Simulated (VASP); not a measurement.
Here is a VASP 6.6.1 calculation.

File INCAR:

```
SYSTEM = Ag
ALGO     = Normal         ! electronic algorithm
EDIFF    = 1E-6           ! SCF threshold, eV
ENCUT    = 500            ! plane-wave cutoff, eV
GGA      = PE             ! functional
GGA_COMPAT= .False.      
ISIF     = 2              ! what is computed and relaxed
ISMEAR   = -1             ! smearing method
LASPH    = .True.         ! aspherical terms in the spheres
LCHARG   = .True.         ! write CHGCAR
LELF     = .True.         ! ELF
LREAL    = .False.        ! projectors in reciprocal space
LVHAR    = .True.       
LWAVE    = .False.        ! write WAVECAR
NBANDS   = 12             ! bands
NELM     = 120            ! most SCF steps
PREC     = Accurate       ! precision mode
SIGMA    = 0.1            ! smearing width, eV
```

The input KPOINTS:

```
k-points
0
Gamma
  22 22 22
  0 0 0
```

File POSCAR:

```
Ag
1.0
   -1.6516693065      1.6516693065      1.6516693065
    1.6516693065     -1.6516693065      1.6516693065
    1.6516693065      1.6516693065     -1.6516693065
Ag
1
Direct
    0.0000000000      0.0000000000      0.0000000000
```

Potentials or basis: VASP PAW PBE potentials, release 64 (Ag).

The run is started by

```bash
$ cat potpaw_PBE.64/Ag/POTCAR > POTCAR
$ mpirun -np 1 vasp_std > vasp.out
```

Q: Predict the pressure.

A: -0.2 GPa.
